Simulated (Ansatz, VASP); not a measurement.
PbAu3 in VASP and in Ansatz

```
Pb Au
1.0
     0.00000    3.48200    3.48200
     3.48200    0.00000    3.48200
     3.48200    3.48200    0.00000
Pb Au
1 3
Direct
  0.50000 0.50000 0.50000
  0.75000 0.75000 0.75000
  0.25000 0.25000 0.25000
  0.00000 0.00000 0.00000
```

Alike in both runs: task single point; functional LDA; k mesh 5 × 5 × 5; no spin polarisation.

|  | VASP | Ansatz |
| --- | --- | --- |
| version | VASP 6.6.1 | Ansatz 0.2.0 |
| potentials or method | VASP PAW LDA potentials, release 64 (Pb_d, Au) | plane waves, PAW |
| plane-wave cutoff (eV) | 520 | 420 |
| occupations | methfessel-paxton of order 1, width 0.01 eV | cold, width 0.01 eV |
| valence electrons in the cell | 47 | 71 |

```csv
,VASP,Ansatz,Ansatz less VASP
gap on the k mesh at the Fermi level (eV),none,none,-
pressure (GPa),-8.5,-8.6,-0.08
```

LDA's correlation is that of Perdew and Zunger in VASP and of Perdew and Wang (1992) in Ansatz. A gap of «none» marks a metal or a gap that the smearing closes. VASP's potentials hold 47 valence electrons a cell and Ansatz's 71, so a difference there can come from the potentials and not from the codes.

Neither program's run includes spin-orbit coupling.
